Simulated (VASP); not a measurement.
Set up this calculation in VASP 6.6.1, as the native input.

```yaml
Task: single point
Functional: PBEsol
Potentials_or_basis: VASP PAW PBE potentials, release 64 (Ga_d, Sb)
Cutoff: 520 eV
k_mesh: 10 × 10 × 10
Occupations: gaussian, width 0.05 eV
Spin: no spin polarisation
Dipole_correction: no
Further_INCAR_settings: ALGO = Normal; EDIFF = 1e-06; NBANDS = 16
```

The structure of GaSb lies in POSCAR:

```
GaSb
1.0
    0.0000000000      3.0959777849      3.0959777849
    3.0959777849      0.0000000000      3.0959777849
    3.0959777849      3.0959777849      0.0000000000
Ga Sb
1 1
Direct
    0.0000000000      0.0000000000      0.0000000000
    0.7500000000      0.7500000000      0.7500000000
```

This cell differs from its parent crystal: volume scaled by 1.040.

These files were run (other wordings do the same):

INCAR

```
ALGO     = Normal         # electronic algorithm
EDIFF    = 1E-6           # SCF threshold, eV
ENCUT    = 520            # plane-wave cutoff, eV
GGA      = PS             # functional
ISIF     = 2              # what is computed and relaxed
ISMEAR   = 0              # smearing method
LASPH    = T              # aspherical terms in the spheres
LCHARG   = F              # write CHGCAR
LREAL    = F              # projectors in reciprocal space
LWAVE    = F              # write WAVECAR
NBANDS   = 16             # bands
NELM     = 60             # most SCF steps
PREC     = Accurate       # precision mode
SIGMA    = 0.05           # smearing width, eV
```

KPOINTS

```
k-points
0
Gamma
  10 10 10
```

Potentials or basis: VASP PAW PBE potentials, release 64 (Ga_d, Sb).

Launch:

```sh
$ cat potpaw_PBE.64/Ga_d/POTCAR potpaw_PBE.64/Sb/POTCAR > POTCAR
$ mpirun -np 1 vasp_std > vasp.out
```

It gave:

- Pressure: -1.8 GPa
- Band gap on the k mesh: zero (filled and empty bands touch)

Caveat: the PAW data sets were made with another functional, which shifts forces and pressure a little; spin-orbit coupling is left out, which moves the levels of the heavy elements.

It took 21 s on 1 thread of Intel(R) Xeon(R) 6975P-C (Granite Rapids), on a shared host, peak memory 0.22 GiB.
